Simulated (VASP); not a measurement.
# B: single point with PBE

Crystal: B.

```
B
1.0
     2.44962    1.41429    4.18155
    -2.44962    1.41429    4.18155
     0.00000   -2.82858    4.18155
B
12
Direct
  0.01025 0.65409 0.01025
  0.01025 0.01025 0.65409
  0.65409 0.01025 0.01025
  0.98975 0.34591 0.98975
  0.34591 0.98975 0.98975
  0.98975 0.98975 0.34591
  0.22101 0.63066 0.22101
  0.22101 0.22101 0.63066
  0.63066 0.22101 0.22101
  0.77899 0.36934 0.77899
  0.36934 0.77899 0.77899
  0.77899 0.77899 0.36934
```

```
Program             : VASP 6.6.1
Task                : single point
Functional          : PBE
Potentials or basis : VASP PAW PBE potentials, release 64 (B)
Cutoff              : 520 eV
k mesh              : 7 × 7 × 7
Occupations         : fermi-dirac, width 0.05 eV
Spin                : no spin polarisation
```

The pressure is 0.1 GPa and the largest force is 0.015 eV/Å. The band gap on the k mesh is 1.47 eV (least direct gap 1.85 eV).

Forces in eV/Å, atoms in the order of the input:
```
B    0.008 -0.005 -0.005
B    0.000  0.010 -0.005
B   -0.008 -0.005 -0.005
B   -0.008  0.005  0.005
B    0.008  0.005  0.005
B    0.000 -0.010  0.005
B    0.013 -0.007  0.004
B    0.000  0.015  0.004
B   -0.013 -0.007  0.004
B   -0.013  0.007 -0.004
B    0.013  0.007 -0.004
B    0.000 -0.015 -0.004
```

Levels at points of the mesh, in eV from the valence-band top:
| k point | band 15 | band 16 | band 17 | band 18 | band 19 | band 20 | band 21 | band 22 |
| --- | --- | --- | --- | --- | --- | --- | --- | --- |
| (0.00, 0.00, 0.00) | -1.35 | -0.82 | -0.82 | -0.34 | 1.53 | 4.56 | 4.56 | 4.75 |

Wall time 110 s on 1 thread of AMD EPYC 7R13 Processor (Zen 3), on a shared host, peak memory 0.23 GiB.

Caveat: an odd mesh through Γ misses points on the zone boundary, where band edges can lie.
